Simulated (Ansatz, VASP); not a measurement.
Two plane-wave programs on C

```
CELL_PARAMETERS angstrom
0.00000 1.71942 1.85847
1.71942 0.00000 1.85847
1.71942 1.71942 0.00000
ATOMIC_POSITIONS crystal
C 0.50000 0.50000 0.50000
C 0.75000 0.75000 0.75000
```

Change from the starting cell: strain +e along x and -e along y +0.0000, strain +e along z and -e/2 along x and y +0.0525.

Alike in both runs: task single point; functional LDA; k mesh 12 × 12 × 12; occupations gaussian, width 0.05 eV; no spin polarisation.

|  | VASP | Ansatz |
| --- | --- | --- |
| version | VASP 6.6.1 | Ansatz 0.2.0 |
| potentials or method | VASP PAW LDA potentials, release 64 (C_h), cutoff 1300 eV | scalar-relativistic, plane waves, PAW |
| valence electrons in the cell | 8 | 8 |

|  | VASP | Ansatz | Ansatz less VASP |
| --- | --- | --- | --- |
| gap on the k mesh at the Fermi level (eV) | 3.21 | 3.22 | +0.006 |
| least direct gap on the mesh (eV) | 4.94 | 4.93 | -0.002 |
| pressure (GPa) | 2.1 | 1.1 | -1.00 |
| traceless stress, the component that is largest in VASP (GPa) | -53.51 | -53.54 | -0.023 |

Ansatz warns that its potentials were made for another functional, while VASP's fit it. LDA's correlation is that of Perdew and Zunger in VASP and of Perdew and Wang (1992) in Ansatz.
